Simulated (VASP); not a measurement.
TiSi2: single point with LDA

The system is TiSi2.

```
CELL_PARAMETERS angstrom
-1.47287 1.71213 4.21208
1.47287 -1.71213 4.21208
1.47287 1.71213 -4.21208
ATOMIC_POSITIONS crystal
Ti 0.00000 0.00000 0.00000
Si 0.67008 0.67008 0.00000
Si 0.32992 0.32992 0.00000
```

* Program: VASP 6.6.1
* Task: single point
* Functional: LDA
* Potentials or basis: VASP PAW LDA potentials, release 64 (Ti_sv, Si)
* Cutoff: 520 eV
* k mesh: 12 × 12 × 12
* Occupations: fermi-dirac, width 0.05 eV
* Spin: no spin polarisation
* Dipole correction: no
* Further INCAR settings: ALGO = Normal; EDIFF = 1e-07; NBANDS = 17

```yaml
Pressure: -6.4 GPa
Largest_force: 0.111 eV/Å
Band_gap_on_the_k_mesh: zero (bands 10 and 11 overlap by 2.28 eV)
```

Forces in eV/Å, atoms in the order of the input:
```
Ti   0.000  0.000  0.000
Si   0.000  0.000 -0.111
Si   0.000  0.000  0.111
```

Stress tensor (GPa, compression positive):
```
-5.65  0.00  0.00
 0.00 -6.53  0.00
 0.00  0.00 -7.08
```

Levels at points of the mesh, in eV from the Fermi level:
```
           k point  band 8  band 9  band 10  band 11  band 12  band 13
(0.00, 0.00, 0.00)   -2.13   -0.62     0.74     2.08     2.37     3.17
(0.50, 0.00, 0.00)   -3.71   -0.68     0.93     2.01     2.54     3.49
(0.00, 0.50, 0.00)   -3.35   -0.94    -0.44     0.96     2.80     3.33
(0.50, 0.50, 0.00)   -4.66   -2.85    -1.30    -0.56     2.74     2.87
(0.50, 0.50, 0.50)   -1.24   -0.34     0.43     1.94     2.42     2.47
```

Wall time 8.1 min on 1 thread of Intel Xeon 8259CL (shared host), peak memory 0.32 GiB.

Caveat: the cell stands under tension.
